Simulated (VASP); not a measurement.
# TiOs3 (Pm-3m) in VASP: notebook, part 3 of 3

VASP 6.6.1.

## (6) Relaxation of cell and atoms, r2SCAN

This run uses another cell than the first one, of 14.69 Å³/atom.

Input file POSCAR:

```
TiOs3
1.0
    3.8877340000      0.0000000000      0.0000000000
    0.0000000000      3.8877340000      0.0000000000
    0.0000000000      0.0000000000      3.8877340000
Ti Os
1 3
Direct
    0.0000000000      0.0000000000      0.0000000000
    0.5000000000      0.5000000000      0.0000000000
    0.5000000000      0.0000000000      0.5000000000
    0.0000000000      0.5000000000      0.5000000000
```

Input file INCAR.step1:

```
PREC = Accurate
ENCUT = 600
ISMEAR = -1
SIGMA = 0.1
LREAL = False
LASPH = True
NELM = 60
GGA = PE
ALGO = Normal
EDIFF = 1E-4
LWAVE = True
LCHARG = False
```

Input file INCAR.step2:

```
PREC = Accurate
ENCUT = 600
EDIFF = 1E-7
ISMEAR = -1
SIGMA = 0.1
LREAL = False
LASPH = True
NELM = 60
ALGO = Normal
ISIF = 3
LWAVE = False
LCHARG = False
METAGGA = R2SCAN
LMIXTAU = True
IBRION = 2
NSW = 80
EDIFFG = -0.01
ISTART = 1
```

Input file KPOINTS:

```
Automatic mesh
0
Gamma
  7 7 7
```

Potentials or basis: VASP PAW PBE potentials, release 64 (Ti_sv, Os).

On the command line:

```
$ cat potpaw_PBE.64/Ti_sv/POTCAR potpaw_PBE.64/Os/POTCAR > POTCAR
$ cp INCAR.step1 INCAR
$ mpirun -np 1 vasp_std > vasp.out
$ cp INCAR.step2 INCAR
$ mpirun -np 1 vasp_std > vasp.out
```

OUTCAR:

```text
PREC = Accurate
   ENCUT = 600
   EDIFF = 1E-7
   ISMEAR = -1
   LREAL = False
   LASPH = True
   NELM = 60
   ISIF = 3
   METAGGA = R2SCAN
   IBRION = 2
   NSW = 80
   EDIFFG = -0.01
   ISTART = 1

 ion  position               nearest neighbor table
   1  0.000  0.000  0.000-   2 2.75   3 2.75   4 2.75   3 2.75   4 2.75   2 2.75   4 2.75   4 2.75
                             2 2.75   3 2.75   3 2.75   2 2.75
   2  0.500  0.500  0.000-   1 2.75   3 2.75   4 2.75   3 2.75   4 2.75   1 2.75   3 2.75   3 2.75
                             1 2.75   4 2.75   4 2.75   1 2.75
   3  0.500  0.000  0.500-   1 2.75   2 2.75   4 2.75   1 2.75   2 2.75   2 2.75   4 2.75   2 2.75
                             1 2.75   4 2.75   1 2.75   4 2.75
   4  0.000  0.500  0.500-   1 2.75   2 2.75   3 2.75   1 2.75   2 2.75   1 2.75   3 2.75   1 2.75
                             2 2.75   3 2.75   2 2.75   3 2.75

  LATTYP: Found a simple cubic cell.
 ALAT       =     3.8877340000

  Lattice vectors:

 A1 = (   3.8877340000,   0.0000000000,   0.0000000000)
 A2 = (   0.0000000000,   3.8877340000,   0.0000000000)
 A3 = (   0.0000000000,   0.0000000000,   3.8877340000)

Analysis of symmetry for initial positions (statically):
=====================================================================
 Subroutine PRICEL returns:
 Original cell was already a primitive cell.

 Routine SETGRP: Setting up the symmetry group for a
 simple cubic supercell.

 Subroutine GETGRP returns: Found 48 space group operations
 (whereof 48 operations were pure point group operations)
 out of a pool of 48 trial point group operations.

The static configuration has the point symmetry O_h .

Analysis of symmetry for dynamics (positions and initial velocities):
=====================================================================
 Subroutine PRICEL returns:
 Original cell was already a primitive cell.

 Routine SETGRP: Setting up the symmetry group for a
 simple cubic supercell.

 Subroutine GETGRP returns: Found 48 space group operations
 (whereof 48 operations were pure point group operations)
 out of a pool of 48 trial point group operations.

[... 109 lines left out ...]
   PSTRESS=    0.0 pullay stress
   NELECT =      36.0000    total number of electrons
   NUPDOWN=      -1.0000    fix difference up-down
   EMIN   =  10.00;   EMAX   =-10.00  energy-range for DOS
   EFERMI =   0.00;   METHOD = LEGACY
   ISMEAR =    -1;   SIGMA  =   0.10  broadening in eV -4-tet -1-fermi 0-gaus
   EFERMI_NEDOS =   21; number of points for ismear=-14 and -15
   IALGO  =     38    algorithm
   IMIX   =      4    mixing-type and parameters
     AMIX     =   0.40;   BMIX     =  1.00
     AMIX_MAG =   1.60;   BMIX_MAG =  1.00
  volume/ion in A,a.u.               =      14.69        99.13
  Fermi-wavevector in a.u.,A,eV,Ry     =   1.390419  2.627511 26.303679  1.933266
  Thomas-Fermi vector in A             =   2.514356
   LORBIT       =      0    0 simple, 1 ext, 2 COOP (PROOUT), +10 PAW based schemes
   METAGGA = R2SCAN    functional components
   LHFCALC =     F    Hartree Fock is set to
   AEXX    =    0.0000 exact exchange contribution
   IVDW    =     0    specifies the selected vdW correction
   LEPSILON=     F    determine dielectric tensor
   LRPA    =     F    only Hartree local field effects (RPA)
 conjugate gradient relaxation of ions
 non-spin polarized calculation
  energy-cutoff  :      600.00
  volume of cell :       58.76
 maximum number of plane-waves:      1973
 NGX is ok and might be reduce to    32
   NGX = 15   NGY = 15   NGZ = 15

--------------------------------------- Ionic step        1  -------------------------------------------

 number of electron      36.0000002 magnetization

 Free energy of the ion-electron system (eV)
  ---------------------------------------------------
  ext. energy  EPLUGINS =         0.00000000
  ---------------------------------------------------
  free energy    TOTEN  =      -172.62857475 eV

  energy without entropy =     -172.46857435  energy(sigma->0) =     -172.54857455

------------------------ aborting loop because EDIFF is reached ----------------------------------------

  FORCE on cell =-STRESS in cart. coord.  units (eV):
  Direction    XX          YY          ZZ          XY          YZ          ZX
  --------------------------------------------------------------------------------------
  -------------------------------------------------------------------------------------
  Total       -2.0297139     -2.0297139     -2.0297139      0.0000000     -0.0000000      0.0000000
  in kB      -55.3421182    -55.3421182    -55.3421182      0.0000000     -0.0000000      0.0000000
  external PRESSURE =     -55.3421182 kB  Pullay stress =       0.0000000 kB
[... 101 lines left out ...]
--------------------------------------- Ionic step        4  -------------------------------------------

 number of electron      36.0000004 magnetization

 Free energy of the ion-electron system (eV)
  ---------------------------------------------------
  ext. energy  EPLUGINS =         0.00000000
  ---------------------------------------------------
  free energy    TOTEN  =      -172.64652678 eV

  energy without entropy =     -172.48966631  energy(sigma->0) =     -172.56809654

 E-fermi :   8.7335     XC(G=0): -14.7338

 val. band max:        8.7002968911   @ k =   0.2857   0.2857   0.1429
 cond. band min:       8.7523543887   @ k =   0.4286   0.4286   0.1429
 fundamental gap:      0.0520574976
 Fermi energy:         8.7334942750

 k-point     1 :       0.0000    0.0000    0.0000
  band No.  band energies     occupation
      1     -50.0334      2.00000
      2     -25.2624      2.00000
      3     -25.2624      2.00000
      4     -25.2624      2.00000
      5      -1.0974      2.00000
      6       1.9356      2.00000
[... 520 lines left out ...]
  FREE ENERGIE OF THE ION-ELECTRON SYSTEM (eV)
  ---------------------------------------------------
  free  energy   TOTEN  =      -172.6465267761 eV

  energy  without entropy=     -172.4896663052  energy(sigma->0) =     -172.56809654

 reached required accuracy - stopping structural energy minimisation
```

OSZICAR.step1:

```text
N       E                     dE             d eps       ncg     rms          rms(c)
DAV:   1     0.381004902781E+03    0.38100E+03   -0.18707E+04   880   0.195E+03
DAV:   2     0.193333816460E+01   -0.37907E+03   -0.36979E+03   880   0.577E+02
DAV:   3    -0.432362737936E+02   -0.45170E+02   -0.43495E+02  1512   0.153E+02
DAV:   4    -0.452845308460E+02   -0.20483E+01   -0.20113E+01  1154   0.348E+01
DAV:   5    -0.453735204429E+02   -0.88990E-01   -0.88213E-01  1348   0.616E+00    0.253E+01
DAV:   6    -0.428131595687E+02    0.25604E+01   -0.76546E+00  1146   0.262E+01    0.116E+01
DAV:   7    -0.427995100772E+02    0.13649E-01   -0.92192E+00  1354   0.193E+01    0.512E+00
DAV:   8    -0.421987000558E+02    0.60081E+00   -0.35488E+00  1260   0.134E+01    0.112E+00
DAV:   9    -0.421966106870E+02    0.20894E-02   -0.95408E-02  1218   0.271E+00    0.550E-01
DAV:  10    -0.421966984220E+02   -0.87735E-04   -0.10477E-02  1246   0.917E-01    0.685E-02
DAV:  11    -0.421966635035E+02    0.34918E-04   -0.36281E-04   988   0.216E-01
   1 F= -.42196664E+02 E0= -.42112904E+02  d E =-.167518E+00
```

It took 7.2 min on 1 thread of Oxide Virtual Turin-like, shared host; peak memory 0.18 GiB.

Results:

```
Free energy                           : -172.6465 eV
Relaxed volume                        : 14.44 Å³/atom
Relaxed cell                          : a = 3.865 Å, b = 3.865 Å, c = 3.865 Å, α = 90.00°, β = 90.00°, γ = 90.00°
Space group after relaxing (to 0.1 Å) : Pm-3m (No. 221)
Energy gained by relaxing             : 4.5 meV/atom
Ionic steps                           : 4
Pressure after relaxing               : 0.0 GPa
Band gap on the k mesh                : zero (bands 18 and 19 overlap by 3.64 eV)
```

Step by step:
| step | energy change (eV) | largest force (eV/Å) | pressure (GPa) | volume (Å³) |
| --- | --- | --- | --- | --- |
| 1 | 0.0000 | 0.0000 | -5.53 | 58.76 |
| 2 | 0.1844 | 0.0000 | 21.42 | 54.55 |
| 3 | -0.0179 | 0.0000 | -0.12 | 57.77 |
| 4 | -0.0180 | 0.0000 | -0.01 | 57.75 |

Final structure:
```
Ti Os
1.0
     3.86526    0.00000    0.00000
     0.00000    3.86526    0.00000
     0.00000    0.00000    3.86526
Ti Os
1 3
Direct
  0.00000 0.00000 0.00000
  0.50000 0.50000 0.00000
  0.50000 0.00000 0.50000
  0.00000 0.50000 0.50000
```

Caveat: the PAW data sets were made with another functional, which shifts forces and pressure a little; spin-orbit coupling is left out, which moves the levels of the heavy elements.

## (7) Summary

```tsv
task	cell	cutoff (eV)	gap on the mesh (eV)	pressure (GPa)
single point	a = 3.792 Å, 4 atoms	520	none	21.5
single point	a = 3.825 Å, 4 atoms	520	none	11.2
single point	a = 3.842 Å, 4 atoms	520	none	6.0
single point	a = 3.861 Å, 4 atoms	520	none	0.9
relaxation of cell and atoms	relaxed from a = 3.888 Å, 4 atoms	600	none	0.0
```

Alike in all rows: level r2SCAN; potentials or basis VASP PAW PBE potentials, release 64 (Ti_sv, Os); no spin polarisation; k mesh 7 × 7 × 7; smearing fermi-dirac 0.1 eV.

Caveats: the PAW data sets were made with another functional, which shifts forces and pressure a little; spin-orbit coupling is left out, which moves the levels of the heavy elements; the cell stands under pressure (at least some runs).

Absolute energies hang on the potentials; compare differences alone.

The gap in the log of VASP goes by the Fermi energy; the results here count the filled bands.